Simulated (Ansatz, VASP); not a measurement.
**AlV2C: VASP beside Ansatz**

The input INCAR:

```
SYSTEM = AlV2C
ALGO     = Normal         ! electronic algorithm
EDIFF    = 1E-6           ! SCF threshold, eV
ENCUT    = 520            ! plane-wave cutoff, eV
GGA      = PS             ! functional
ISIF     = 2              ! what is computed and relaxed
ISMEAR   = -1             ! smearing method
ISPIN    = 2              ! spin polarisation
LASPH    = .True.         ! aspherical terms in the spheres
LCHARG   = .False.        ! write CHGCAR
LMAXMIX  = 4              ! l up to which the mixer works
LORBIT   = 11             ! projections on sites
LREAL    = .False.        ! projectors in reciprocal space
LWAVE    = .False.        ! write WAVECAR
MAGMOM   = 2 -1 2 -1 0 0 0 0 ! initial moments
NBANDS   = 47             ! bands
NELM     = 150            ! most SCF steps
PREC     = Accurate       ! precision mode
SIGMA    = 0.05           ! smearing width, eV
```

File KPOINTS:

```
k-points
0
Gamma
  11 11 2
  0 0 0
```

The input POSCAR:

```
AlV2C
1.0
    2.8875990726      0.0000000000      0.0000000000
   -1.4437995363      2.5007341528      0.0000000000
    0.0000000000      0.0000000000     13.1048231100
V Al C
4 2 2
Direct
    0.3333333333      0.6666666667      0.9136157800
    0.6666666667      0.3333333333      0.0863842200
    0.6666666667      0.3333333333      0.4136157800
    0.3333333333      0.6666666667      0.5863842200
    0.6666666667      0.3333333333      0.7500000000
    0.3333333333      0.6666666667      0.2500000000
    0.0000000000      0.0000000000      0.5000000000
    0.0000000000      0.0000000000      0.0000000000
```

File input.yaml:

```yaml
crystal:
  lattice:
    - [2.8875990726, 0.0, 0.0]
    - [-1.4437995363, 2.5007341528, 0.0]
    - [0.0, 0.0, 13.10482311]
  atoms:
    - { symbol: V, position: [0.3333333333, 0.6666666667, 0.91361578], spin: 2.0 }
    - { symbol: V, position: [0.6666666667, 0.3333333333, 0.08638422], spin: -1.0 }
    - { symbol: V, position: [0.6666666667, 0.3333333333, 0.41361578], spin: 2.0 }
    - { symbol: V, position: [0.3333333333, 0.6666666667, 0.58638422], spin: -1.0 }
    - { symbol: Al, position: [0.6666666667, 0.3333333333, 0.75] }
    - { symbol: Al, position: [0.3333333333, 0.6666666667, 0.25] }
    - { symbol: C, position: [0.0, 0.0, 0.5] }
    - { symbol: C, position: [0.0, 0.0, 0.0] }
hamiltonian:
  xc: pbesol
  pseudopotentials: { kind: paw }
magnetization:
  spin_polarized: true
kpoints:
  mp_grid: { grid: [11, 11, 2] }
scf:
  occupations: { method: fermi_dirac, width: 0.05 }
output:
  forces: true
  stress: true
  eigenvalues: true
```

Alike in both runs: task single point; functional PBEsol; k mesh 11 × 11 × 2; occupations fermi-dirac, width 0.05 eV; collinear spin.

```csv
,VASP,Ansatz
version,VASP 6.6.1,Ansatz 0.2.0
potentials or method,"VASP PAW PBE potentials, release 64 (V_sv, Al, C)",Ansatz PAW
plane-wave cutoff (eV),520,420
valence electrons in the cell,66,66
```

|  | VASP | Ansatz | Ansatz less VASP |
| --- | --- | --- | --- |
| gap on the k mesh at the Fermi level (eV) | none | none | - |
| pressure (GPa) | -3.5 | -3.8 | -0.36 |
| traceless stress, the component that is largest in VASP (GPa) | -0.57 | -0.57 | -0.003 |
| rms of the force components (eV/Å) | 0.182 | 0.195 | +0.0130 |
| net moment per atom (μB) | 0.00 | 0.00 | 0.000 |

VASP's potentials were made for PBE, not for PBEsol. Atom by atom the forces differ by 0.013 eV/Å (rms over components). A gap of «none» marks a metal or a gap that the smearing closes.
